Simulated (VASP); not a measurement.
# GaSb in VASP: single point with PBE

Aim: the single point of GaSb with PBE.

All numbers are computed with VASP 6.6.1; they aren't measurements. Logs are shortened: lines on timing, memory, paths and dates and some standing lists are left out, and cuts for length are marked.

## 1. The cell of the first run

The cell holds a slab with vacuum, 8 atoms: a = 4.394 Å, b = 4.394 Å, c = 25.874 Å, α = 90.00°, β = 90.00°, γ = 90.00°.

## 2. Single point, PBE

INCAR reads:

```
ALGO     = Normal         # electronic algorithm
DIPOL    = 0.5 0.5 0.500
EDIFF    = 1E-7           # SCF threshold, eV
ENCUT    = 520            # plane-wave cutoff, eV
GGA      = PE             # functional
IDIPOL   = 3            
ISIF     = 2              # what is computed and relaxed
ISMEAR   = 0              # smearing method
LASPH    = True           # aspherical terms in the spheres
LCHARG   = True           # write CHGCAR
LDIPOL   = True         
LELF     = True           # ELF
LREAL    = False          # projectors in reciprocal space
LVACPOTAV= True         
LVHAR    = True         
LWAVE    = False          # write WAVECAR
NBANDS   = 46             # bands
NELM     = 100            # most SCF steps
PREC     = Accurate       # precision mode
SIGMA    = 0.1            # smearing width, eV
```

KPOINTS reads:

```
k-points
0
Gamma
  8 8 1
```

POSCAR reads:

```
GaSb
1.0
    4.3938492945      0.0000000000      0.0000000000
    0.0000000000      4.3938492945      0.0000000000
    0.0000000000      0.0000000000     25.8742222107
Sb Ga
4 4
Direct
    0.0000000000      0.5000000000      0.2892192311
    0.5000000000      0.0000000000      0.4095418648
    0.0000000000      0.5000000000      0.5294737128
    0.5000000000      0.0000000000      0.6494994331
    0.5000000000      0.5000000000      0.3480002337
    0.0000000000      0.0000000000      0.4690231776
    0.5000000000      0.5000000000      0.5895549573
    0.0000000000      0.0000000000      0.7156873895
```

Potentials or basis: VASP PAW PBE potentials, release 64 (Sb, Ga_d).

Started as:

```
$ cat potpaw_PBE.64/Sb/POTCAR potpaw_PBE.64/Ga_d/POTCAR > POTCAR
$ mpirun -np 1 vasp_std > vasp.out
```

OUTCAR:

```text
EDIFF = 1E-7
   ENCUT = 520
   GGA = PE
   ISIF = 2
   ISMEAR = 0
   LASPH = True
   LREAL = False
   NELM = 100
   PREC = Accurate

 ion  position               nearest neighbor table
   1  0.000  0.500  0.289-   5 2.67   5 2.67
   2  0.500  0.000  0.410-   6 2.68   6 2.68   5 2.71   5 2.71
   3  0.000  0.500  0.529-   7 2.69   7 2.69   6 2.70   6 2.70
   4  0.500  0.000  0.649-   7 2.69   7 2.69   8 2.79   8 2.79
   5  0.500  0.500  0.348-   1 2.67   1 2.67   2 2.71   2 2.71
   6  0.000  0.000  0.469-   2 2.68   2 2.68   3 2.70   3 2.70
   7  0.500  0.500  0.590-   4 2.69   4 2.69   3 2.69   3 2.69
   8  0.000  0.000  0.716-   4 2.79   4 2.79

  LATTYP: Found a simple tetragonal cell.
 ALAT       =     4.3938492945
 C/A-ratio  =     5.8887368402

  Lattice vectors:

 A1 = (   4.3938492945,   0.0000000000,   0.0000000000)
 A2 = (   0.0000000000,   4.3938492945,   0.0000000000)
 A3 = (   0.0000000000,   0.0000000000,  25.8742222107)

Analysis of symmetry for initial positions (statically):
=====================================================================
 Subroutine PRICEL returns:
 Original cell was already a primitive cell.

 Routine SETGRP: Setting up the symmetry group for a
 simple tetragonal supercell.

 Subroutine GETGRP returns: Found  4 space group operations
 (whereof  4 operations were pure point group operations)
 out of a pool of 16 trial point group operations.

The static configuration has the point symmetry C_2v.

Analysis of symmetry for dynamics (positions and initial velocities):
=====================================================================
 Subroutine PRICEL returns:
 Original cell was already a primitive cell.

 Routine SETGRP: Setting up the symmetry group for a
 simple tetragonal supercell.

 Subroutine GETGRP returns: Found  4 space group operations
 (whereof  4 operations were pure point group operations)
 out of a pool of 16 trial point group operations.

The dynamic configuration has the point symmetry C_2v.

 Subroutine INISYM returns: Found  4 space group operations
 (whereof  4 operations are pure point group operations),
 and found     1 'primitive' translations

----------------------------------------------------------------------------------------

                                     Primitive cell

  volume of cell :     499.5254

  direct lattice vectors                    reciprocal lattice vectors
[... 104 lines left out ...]
   ISIF   =      2    stress and relaxation
   ISYM   =      2    0-nonsym 1-usesym 2-fastsym
   POTIM  = 0.5000    time-step for ionic-motion
   TEBEG  =    0.0;   TEEND  =   0.0 temperature during run
   PSTRESS=    0.0 pullay stress
   NELECT =      72.0000    total number of electrons
   NUPDOWN=      -1.0000    fix difference up-down
   EMIN   =  10.00;   EMAX   =-10.00  energy-range for DOS
   EFERMI =   0.00;   METHOD = LEGACY
   ISMEAR =     0;   SIGMA  =   0.10  broadening in eV -4-tet -1-fermi 0-gaus
   EFERMI_NEDOS =   21; number of points for ismear=-14 and -15
   IALGO  =     38    algorithm
   IMIX   =      4    mixing-type and parameters
     AMIX     =   0.40;   BMIX     =  1.00
     AMIX_MAG =   1.60;   BMIX_MAG =  1.00
  volume/ion in A,a.u.               =      62.44       421.37
  Fermi-wavevector in a.u.,A,eV,Ry     =   0.858354  1.622054 10.024387  0.736772
  Thomas-Fermi vector in A             =   1.975546
   LORBIT       =      0    0 simple, 1 ext, 2 COOP (PROOUT), +10 PAW based schemes
   GGA     = PE    functional components
   LHFCALC =     F    Hartree Fock is set to
   AEXX    =    0.0000 exact exchange contribution
   IVDW    =     0    specifies the selected vdW correction
   LEPSILON=     F    determine dielectric tensor
   LRPA    =     F    only Hartree local field effects (RPA)
 non-spin polarized calculation
 Gauss-broadening in eV      SIGMA  =   0.10
  energy-cutoff  :      520.00
  volume of cell :      499.53
 maximum number of plane-waves:     13493
 NGX is ok and might be reduce to    36
   NGX = 17   NGY = 17   NGZ = 97

 dipolmoment           0.000000      0.000000      0.089934 electrons x Angstroem

 number of electron      71.9999969 magnetization

 dipolmoment           0.000000      0.000000     -0.088561 electrons x Angstroem

 Free energy of the ion-electron system (eV)
  ---------------------------------------------------
  ext. energy  EPLUGINS =         0.00000000
  ---------------------------------------------------
  free energy    TOTEN  =       -26.95761944 eV

  energy without entropy =      -26.92861741  energy(sigma->0) =      -26.94311843

 E-fermi :  -0.4724     XC(G=0):  -4.9342

 val. band max:       -0.4773711770   @ k =   0.2500   0.1250   0.0000
 cond. band min:      -0.4584772868   @ k =   0.0000   0.1250   0.0000
 fundamental gap:      0.0188938902
 Fermi energy:        -0.4724260597

 k-point     1 :       0.0000    0.0000    0.0000
  band No.  band energies     occupation
      1     -15.3088      2.00000
      2     -15.2885      2.00000
      3     -15.2870      2.00000
      4     -15.2627      2.00000
      5     -15.2410      2.00000
      6     -15.1946      2.00000
[... 1165 lines left out ...]
     45       3.7165      0.00000
     46       3.7719      0.00000

 [... further k-points ...]
[... 5 lines left out ...]
  --------------------------------------------------------------------------------------
  -------------------------------------------------------------------------------------
  Total       -0.5030388     -1.4537112      0.1337801      0.0000000      0.0000000      0.0000000
  in kB       -1.6134462     -4.6626316      0.4290863      0.0000000      0.0000000      0.0000000
  external PRESSURE =      -1.9489972 kB  Pullay stress =       0.0000000 kB

 VOLUME and BASIS-vectors are now :
 -----------------------------------------------------------------------------
  energy-cutoff  :      520.00
  volume of cell :      499.53
      direct lattice vectors                 reciprocal lattice vectors
     4.393849294  0.000000000  0.000000000     0.227590874  0.000000000  0.000000000
     0.000000000  4.393849294  0.000000000     0.000000000  0.227590874  0.000000000
     0.000000000  0.000000000 25.874222211     0.000000000  0.000000000  0.038648505

 POSITION                                       TOTAL-FORCE (eV/Angst)
 -----------------------------------------------------------------------------------
      0.00000      2.19692      7.48332         0.000000      0.000000     -0.013064
      2.19692      0.00000     10.59658         0.000000      0.000000     -0.007673
      0.00000      2.19692     13.69972         0.000000      0.000000      0.004333
      2.19692      0.00000     16.80529         0.000000      0.000000     -0.009561
      2.19692      2.19692      9.00424         0.000000      0.000000      0.006155
      0.00000      0.00000     12.13561         0.000000      0.000000      0.000841
      2.19692      2.19692     15.25428         0.000000      0.000000     -0.001554
      0.00000      0.00000     18.51785         0.000000      0.000000      0.020522
 -----------------------------------------------------------------------------------
    total drift:                                0.000000      0.000000     -0.000178

  FREE ENERGIE OF THE ION-ELECTRON SYSTEM (eV)
  ---------------------------------------------------
  free  energy   TOTEN  =       -26.9576194442 eV

  energy  without entropy=      -26.9286174135  energy(sigma->0) =      -26.94311843

 vacuum level on the upper side and lower side of the slab         3.891         4.721
```

Wall time 19 min (1 thread of Oxide Virtual Turin-like, shared host); peak memory 0.8 GiB.

What came out:

* Free energy: -26.9576 eV
* Largest force: 0.021 eV/Å
* Band gap on the k mesh: zero (band 36 reaches -0.08 eV, above the bottom of band 37 at -0.93 eV)

Forces in eV/Å, atoms in the order of the input:
```
Sb   0.000  0.000 -0.013
Sb   0.000  0.000 -0.008
Sb   0.000  0.000  0.004
Sb   0.000  0.000 -0.010
Ga   0.000  0.000  0.006
Ga   0.000  0.000  0.001
Ga   0.000  0.000 -0.002
Ga   0.000  0.000  0.021
```

Levels at points of the mesh, in eV from the Fermi level:
| k point | band 34 | band 35 | band 36 | band 37 | band 38 | band 39 |
| --- | --- | --- | --- | --- | --- | --- |
| (0.00, 0.00, 0.00) | -0.46 | 0.05 | 0.39 | 1.10 | 1.32 | 1.47 |
| (0.50, 0.00, 0.00) | -0.88 | -0.65 | -0.32 | 1.04 | 1.26 | 1.60 |
| (0.00, 0.50, 0.00) | -0.61 | -0.47 | -0.46 | -0.01 | 0.40 | 1.76 |
| (0.50, 0.50, 0.00) | -2.13 | -0.80 | -0.79 | -0.46 | 0.58 | 1.76 |

Caveat: spin-orbit coupling is left out, which moves the levels of the heavy elements.
